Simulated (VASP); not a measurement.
# Lu (Im-3m) in VASP: further runs

Runs on Lu. Level: revPBE. Tasks: single point, relaxation of cell and atoms.

Program: VASP 6.6.1. These are calculated values, not measurements. Logs are shortened: lines on timing, memory, paths and dates and some standing lists are left out, and cuts for length are marked.

## (1) The cell of the first run

It takes space group Im-3m (No. 229, cubic). The conventional cell has a = 3.947 Å, b = 3.947 Å, c = 3.947 Å, α = 90.00°, β = 90.00°, γ = 90.00°. Lu (site symmetry m-3m) has 14 Lu at 3.42 to 3.95 Å within 4.5 Å.

This isn't the form of Lu at room conditions, which is hcp.

## (2) Single point, revPBE (30.75 Å³/atom)

INCAR reads:

```
  PREC = Accurate
  ENCUT = 520
  EDIFF = 1E-7
  ISMEAR = -1
  SIGMA = 0.1
  LREAL = False
  LASPH = True
  NELM = 80
  ALGO = Normal
  ISIF = 2
  LWAVE = False
  LCHARG = False
  GGA = RE
  NBANDS = 18
```

KPOINTS reads:

```
regular mesh
0
Gamma
  13 13 13
```

POSCAR reads:

```
Lu
1.0
   -1.9736575400      1.9736575400      1.9736575400
    1.9736575400     -1.9736575400      1.9736575400
    1.9736575400      1.9736575400     -1.9736575400
Lu
1
Direct
    0.0000000000      0.0000000000      0.0000000000
```

Potentials or basis: VASP PAW PBE potentials, release 64 (Lu).

The run is started by

```console
cat potpaw_PBE.64/Lu/POTCAR > POTCAR
mpirun -np 1 vasp_std > vasp.out
```

OUTCAR:

```text
PREC = Accurate
   ENCUT = 520
   EDIFF = 1E-7
   ISMEAR = -1
   LREAL = False
   LASPH = True
   NELM = 80
   ISIF = 2
   GGA = RE

 ion  position               nearest neighbor table
   1  0.000  0.000  0.000-

  LATTYP: Found a body centered cubic cell.
 ALAT       =     3.9473150800

  Lattice vectors:

 A1 = (  -1.9736575400,   1.9736575400,   1.9736575400)
 A2 = (   1.9736575400,  -1.9736575400,   1.9736575400)
 A3 = (   1.9736575400,   1.9736575400,  -1.9736575400)

Analysis of symmetry for initial positions (statically):
=====================================================================
 Subroutine PRICEL returns:
 Original cell was already a primitive cell.

 Routine SETGRP: Setting up the symmetry group for a
 body centered cubic supercell.

 Subroutine GETGRP returns: Found 48 space group operations
 (whereof 48 operations were pure point group operations)
 out of a pool of 48 trial point group operations.

The static configuration has the point symmetry O_h .

Analysis of symmetry for dynamics (positions and initial velocities):
=====================================================================
 Subroutine PRICEL returns:
 Original cell was already a primitive cell.

 Routine SETGRP: Setting up the symmetry group for a
 body centered cubic supercell.

 Subroutine GETGRP returns: Found 48 space group operations
 (whereof 48 operations were pure point group operations)
 out of a pool of 48 trial point group operations.

The dynamic configuration has the point symmetry O_h .

 Subroutine INISYM returns: Found 48 space group operations
 (whereof 48 operations are pure point group operations),
 and found     1 'primitive' translations

----------------------------------------------------------------------------------------

                                     Primitive cell

  volume of cell :      30.7521

  direct lattice vectors                    reciprocal lattice vectors
    -1.973657540  1.973657540  1.973657540     0.000000000  0.253336757  0.253336757
     1.973657540 -1.973657540  1.973657540     0.253336757  0.000000000  0.253336757
     1.973657540  1.973657540 -1.973657540     0.253336757  0.253336757  0.000000000

  length of vectors
     3.418475136  3.418475136  3.418475136     0.358272277  0.358272277  0.358272277

  position of ions in fractional coordinates (direct lattice)
     0.000000000  0.000000000  0.000000000

  ion indices of the primitive-cell ions
   primitive index   ion index
                 1           1

----------------------------------------------------------------------------------------

 KPOINTS: regular mesh

Automatic generation of k-mesh.
 Grid dimensions read from file:
 generate k-points for:   13   13   13

 Generating k-lattice:

  Cartesian coordinates                     Fractional coordinates (reciprocal lattice)
     0.000000000  0.019487443  0.019487443     0.076923077  0.000000000  0.000000000
     0.019487443  0.000000000  0.019487443     0.000000000  0.076923077  0.000000000
     0.019487443  0.019487443  0.000000000     0.000000000  0.000000000  0.076923077

  Length of vectors
     0.027559406  0.027559406  0.027559406

  Shift w.r.t. Gamma in fractional coordinates (k-lattice)
     0.000000000  0.000000000  0.000000000

 Subroutine IBZKPT returns following result:
 ===========================================

 Found     84 irreducible k-points:

 Following reciprocal coordinates:
            Coordinates               Weight
  0.000000  0.000000  0.000000      1.000000
  0.076923  0.000000  0.000000     12.000000
  0.153846  0.000000  0.000000     12.000000
  0.230769  0.000000  0.000000     12.000000
  0.307692  0.000000  0.000000     12.000000
  0.384615  0.000000  0.000000     12.000000
[... 16 lines left out ...]
  0.153846  0.076923  0.076923     24.000000
  0.230769  0.076923  0.076923     24.000000
 [... further k-points ...]
   k-points           NKPTS =     84   k-points in BZ     NKDIM =     84   number of bands    NBANDS=     18
   number of dos      NEDOS =    301   number of ions     NIONS =      1
   total plane-waves  NPLWV =  21952
   dimension x,y,z NGX =    28 NGY =   28 NGZ =   28
   dimension x,y,z NGXF=    56 NGYF=   56 NGZF=   56
   ions per type =               1
   NGX,Y,Z   is equivalent  to a cutoff of  13.62, 13.62, 13.62 a.u.
   NGXF,Y,Z  is equivalent  to a cutoff of  27.23, 27.23, 27.23 a.u.
 SYSTEM =  unknown system
   PREC   = accura    normal or accurate (medium, high low for compatibility)
   ISTART =      0    job   : 0-new  1-cont  2-samecut
   ICHARG =      2    charge: 1-file 2-atom 10-const
   ISPIN  =      1    spin polarized calculation?
   LNONCOLLINEAR =      F non collinear calculations
   LSORBIT =      F    spin-orbit coupling
   LASPH  =      T    aspherical Exc in radial PAW
   ENCUT  =  520.0 eV  38.22 Ry    6.18 a.u.   6.36  6.36  6.36*2*pi/ulx,y,z
   NELM   =     80;   NELMIN=  2; NELMDL= -5     # of ELM steps
   EDIFF  = 0.1E-06   stopping-criterion for ELM
   LREAL  =      F    real-space projection
   EDIFFG = 0.1E-05   stopping-criterion for IOM
   NSW    =      0    number of steps for IOM
   IBRION =     -1    ionic relax: 0-MD 1-quasi-New 2-CG
   NFREE  =      0    steps in history (QN), initial steepest desc. (CG)
   ISIF   =      2    stress and relaxation
   ISYM   =      2    0-nonsym 1-usesym 2-fastsym
   POTIM  = 0.5000    time-step for ionic-motion
   TEBEG  =    0.0;   TEEND  =   0.0 temperature during run
   PSTRESS=    0.0 pullay stress
   NELECT =      25.0000    total number of electrons
   NUPDOWN=      -1.0000    fix difference up-down
   EMIN   =  10.00;   EMAX   =-10.00  energy-range for DOS
   EFERMI =   0.00;   METHOD = LEGACY
   ISMEAR =    -1;   SIGMA  =   0.10  broadening in eV -4-tet -1-fermi 0-gaus
   EFERMI_NEDOS =   21; number of points for ismear=-14 and -15
   IALGO  =     38    algorithm
   IMIX   =      4    mixing-type and parameters
     AMIX     =   0.40;   BMIX     =  1.00
     AMIX_MAG =   1.60;   BMIX_MAG =  1.00
  volume/ion in A,a.u.               =      30.75       207.53
  Fermi-wavevector in a.u.,A,eV,Ry     =   1.527905  2.887322 31.762718  2.334494
  Thomas-Fermi vector in A             =   2.635737
   LORBIT       =      0    0 simple, 1 ext, 2 COOP (PROOUT), +10 PAW based schemes
   GGA     = RE    functional components
   LHFCALC =     F    Hartree Fock is set to
   AEXX    =    0.0000 exact exchange contribution
   IVDW    =     0    specifies the selected vdW correction
   LEPSILON=     F    determine dielectric tensor
   LRPA    =     F    only Hartree local field effects (RPA)
 non-spin polarized calculation
  energy-cutoff  :      520.00
  volume of cell :       30.75
 maximum number of plane-waves:       847
 NGX is ok and might be reduce to    28
   NGX = 13   NGY = 13   NGZ = 13

 number of electron      25.0000011 magnetization

 Free energy of the ion-electron system (eV)
  ---------------------------------------------------
  ext. energy  EPLUGINS =         0.00000000
  ---------------------------------------------------
  free energy    TOTEN  =        -4.14826496 eV

  energy without entropy =       -4.07629218  energy(sigma->0) =       -4.11227857

 E-fermi :   2.2320     XC(G=0): -10.3048

 val. band max:        2.2236670686   @ k =  -0.3846  -0.3846   0.0769
 cond. band min:       2.2354604838   @ k =   0.3077   0.1538   0.0769
 fundamental gap:      0.0117934152
 Fermi energy:         2.2320026152

 k-point     1 :       0.0000    0.0000    0.0000
  band No.  band energies     occupation
      1     -54.3218      2.00000
      2     -24.7607      2.00000
      3     -24.7607      2.00000
      4     -24.7607      2.00000
      5      -3.7663      2.00000
      6      -3.0140      2.00000
[... 10 lines left out ...]
     17       6.4521      0.00000
     18      13.6064      0.00000

 k-point     2 :       0.0769    0.0000    0.0000
  band No.  band energies     occupation
      1     -54.3204      2.00000
      2     -24.7852      2.00000
      3     -24.7687      2.00000
      4     -24.7608      2.00000
      5      -3.6034      2.00000
      6      -3.0127      2.00000
[... 10 lines left out ...]
     17       6.4513      0.00000
     18      13.7629      0.00000

 k-point     3 :       0.1538    0.0000    0.0000
  band No.  band energies     occupation
      1     -54.3165      2.00000
      2     -24.8520      2.00000
      3     -24.7905      2.00000
      4     -24.7609      2.00000
      5      -3.1320      2.00000
      6      -3.0094      2.00000
[... 10 lines left out ...]
     17       6.4689      0.00000
     18      14.0174      0.00000

 k-point     4 :       0.2308    0.0000    0.0000
  band No.  band energies     occupation
      1     -54.3110      2.00000
      2     -24.9446      2.00000
      3     -24.8211      2.00000
      4     -24.7610      2.00000
      5      -3.0059      2.00000
      6      -2.9924      2.00000
[... 10 lines left out ...]
     17       6.5458      0.00000
     18      13.6339      0.00000

 k-point     5 :       0.3077    0.0000    0.0000
  band No.  band energies     occupation
      1     -54.3052      2.00000
      2     -25.0407      2.00000
      3     -24.8533      2.00000
      4     -24.7611      2.00000
      5      -3.0043      2.00000
      6      -2.9826      2.00000
[... 10 lines left out ...]
     17       6.7759      0.00000
     18      12.4782      0.00000

 k-point     6 :       0.3846    0.0000    0.0000
  band No.  band energies     occupation
      1     -54.3003      2.00000
      2     -25.1189      2.00000
      3     -24.8798      2.00000
      4     -24.7612      2.00000
      5      -3.0048      2.00000
      6      -2.9889      2.00000
[... 307 lines left out ...]
 k-point    21 :       0.3077    0.3077    0.0000
  band No.  band energies     occupation
      1     -54.2944      2.00000
      2     -25.0716      2.00000
      3     -25.0090      2.00000
      4     -24.8114      2.00000
      5      -3.0030      2.00000
      6      -2.9839      2.00000
[... 10 lines left out ...]
     17       8.0149      0.00000
     18      10.3997      0.00000

 k-point    22 :       0.0769    0.0769    0.0769
  band No.  band energies     occupation
      1     -54.3143      2.00000
      2     -24.8986      2.00000
      3     -24.7782      2.00000
      4     -24.7782      2.00000
      5      -3.0052      2.00000
      6      -2.9993      2.00000
[... 10 lines left out ...]
     17       6.2774      0.00000
     18      14.2752      0.00000

 k-point    23 :       0.1538    0.0769    0.0769
  band No.  band energies     occupation
      1     -54.3093      2.00000
      2     -24.9765      2.00000
      3     -24.8100      2.00000
      4     -24.7798      2.00000
      5      -3.0003      2.00000
      6      -2.9895      2.00000
[... 10 lines left out ...]
     17       6.5426      0.00000
     18      13.9741      0.00000

 k-point    24 :       0.2308    0.0769    0.0769
  band No.  band energies     occupation
      1     -54.3041      2.00000
      2     -25.0509      2.00000
      3     -24.8504      2.00000
      4     -24.7815      2.00000
      5      -2.9980      2.00000
      6      -2.9847      2.00000
[... 10 lines left out ...]
     17       7.2561      0.00000
     18      12.0032      0.00000

 [... further k-points ...]

------------------------ aborting loop because EDIFF is reached ----------------------------------------

  FORCE on cell =-STRESS in cart. coord.  units (eV):
  Direction    XX          YY          ZZ          XY          YZ          ZX
  --------------------------------------------------------------------------------------
  -------------------------------------------------------------------------------------
  Total        0.0153460      0.0153460      0.0153460      0.0000000     -0.0000000     -0.0000000
  in kB        0.7995222      0.7995222      0.7995222      0.0000000     -0.0000000     -0.0000000
  external PRESSURE =       0.7995222 kB  Pullay stress =       0.0000000 kB

 VOLUME and BASIS-vectors are now :
 -----------------------------------------------------------------------------
  energy-cutoff  :      520.00
  volume of cell :       30.75
      direct lattice vectors                 reciprocal lattice vectors
    -1.973657540  1.973657540  1.973657540     0.000000000  0.253336757  0.253336757
     1.973657540 -1.973657540  1.973657540     0.253336757  0.000000000  0.253336757
     1.973657540  1.973657540 -1.973657540     0.253336757  0.253336757  0.000000000

 POSITION                                       TOTAL-FORCE (eV/Angst)
 -----------------------------------------------------------------------------------
      0.00000      0.00000      0.00000         0.000000      0.000000     -0.000000
 -----------------------------------------------------------------------------------
    total drift:                               -0.000000     -0.000000     -0.000000

  FREE ENERGIE OF THE ION-ELECTRON SYSTEM (eV)
  ---------------------------------------------------
  free  energy   TOTEN  =        -4.1482649645 eV

  energy  without entropy=       -4.0762921838  energy(sigma->0) =       -4.11227857
```

Wall time 29 s (1 thread of Intel Xeon Platinum 8559C (Emerald Rapids), shared host); peak memory 0.2 GiB.

What came out:

- Free energy: -4.1483 eV
- Pressure: 0.1 GPa
- Band gap on the k mesh: zero (an odd number of electrons rules out a gap without spin polarisation)

Levels at points of the mesh, in eV from the Fermi level:
| k point | band 10 | band 11 | band 12 | band 13 | band 14 | band 15 |
| --- | --- | --- | --- | --- | --- | --- |
| (0.00, 0.00, 0.00) | -5.16 | -5.16 | -5.15 | 2.12 | 2.12 | 2.12 |

Caveat: the PAW data sets were made with another functional, which shifts forces and pressure a little; spin-orbit coupling is left out, which moves the levels of the heavy elements.

## (3) Single point, revPBE (31.98 Å³/atom)

This run uses another cell than the first one, of 31.98 Å³/atom.

INCAR reads:

```
ALGO     = Normal         # electronic algorithm
EDIFF    = 1E-6           # SCF threshold, eV
ENCUT    = 520            # plane-wave cutoff, eV
GGA      = RE             # functional
ISIF     = 2              # what is computed and relaxed
ISMEAR   = -1             # smearing method
LASPH    = T              # aspherical terms in the spheres
LCHARG   = F              # write CHGCAR
LREAL    = F              # projectors in reciprocal space
LWAVE    = F              # write WAVECAR
NBANDS   = 18             # bands
NELM     = 80             # most SCF steps
PREC     = Accurate       # precision mode
SIGMA    = 0.1            # smearing width, eV
```

KPOINTS reads:

```
k-points
0
Gamma
  13 13 13
```

POSCAR reads:

```
Lu
1.0
   -1.9996296966      1.9996296966      1.9996296966
    1.9996296966     -1.9996296966      1.9996296966
    1.9996296966      1.9996296966     -1.9996296966
Lu
1
Direct
    0.0000000000      0.0000000000      0.0000000000
```

Potentials or basis: VASP PAW PBE potentials, release 64 (Lu).

The run is started by

```console
cat potpaw_PBE.64/Lu/POTCAR > POTCAR
mpirun -np 1 vasp_std > vasp.out
```

Wall time 27 s (1 thread of Intel Xeon Platinum 8559C (Emerald Rapids), shared host); peak memory 0.2 GiB.

It converged, with:

- Free energy: -4.1434 eV
- Pressure: -1.4 GPa
- Band gap on the k mesh: zero (an odd number of electrons rules out a gap without spin polarisation)

Levels at points of the mesh, in eV from the Fermi level:
```
           k point  band 9  band 10  band 11  band 12  band 13  band 14  band 15  band 16
(0.00, 0.00, 0.00)   -5.25    -5.25    -5.25    -5.23     2.07     2.07     2.07     4.10
```

Caveat: the PAW data sets were made with another functional, which shifts forces and pressure a little; spin-orbit coupling is left out, which moves the levels of the heavy elements.

## (4) Single point, revPBE (33.21 Å³/atom)

This run uses another cell than the first one, of 33.21 Å³/atom.

INCAR reads:

```
PREC = Accurate ; ENCUT = 520
EDIFF = 1E-6 ; ISMEAR = -1
SIGMA = 0.1 ; LREAL = F
LASPH = T ; NELM = 80
ALGO = Normal ; ISIF = 2
LWAVE = F ; LCHARG = F
GGA = RE ; NBANDS = 18
```

KPOINTS reads:

```
Automatic mesh
0
Gamma
  13 13 13
```

POSCAR reads:

```
Lu
1.0
   -2.0249441523      2.0249441523      2.0249441523
    2.0249441523     -2.0249441523      2.0249441523
    2.0249441523      2.0249441523     -2.0249441523
Lu
1
Direct
    0.0000000000      0.0000000000      0.0000000000
```

The run is started by

```console
cat potpaw_PBE.64/Lu/POTCAR > POTCAR
mpirun -np 1 vasp_std > vasp.out
```

It took 30 s on 1 thread of Intel Xeon Platinum 8559C (Emerald Rapids), shared host; peak memory 0.2 GiB.

Results (log left out):

```
Free energy            : -4.1277 eV
Pressure               : -2.7 GPa
Band gap on the k mesh : zero (an odd number of electrons rules out a gap without spin polarisation)
```

Levels at points of the mesh, in eV from the Fermi level:
```tsv
k point	band 10	band 11	band 12	band 13	band 14	band 15
(0.00, 0.00, 0.00)	-5.33	-5.33	-5.32	2.03	2.03	2.03
```

Caveat: the PAW data sets were made with another functional, which shifts forces and pressure a little; spin-orbit coupling is left out, which moves the levels of the heavy elements.

[end of part 1 of 2]

The gap in the log of VASP goes by the Fermi energy; the results here count the filled bands.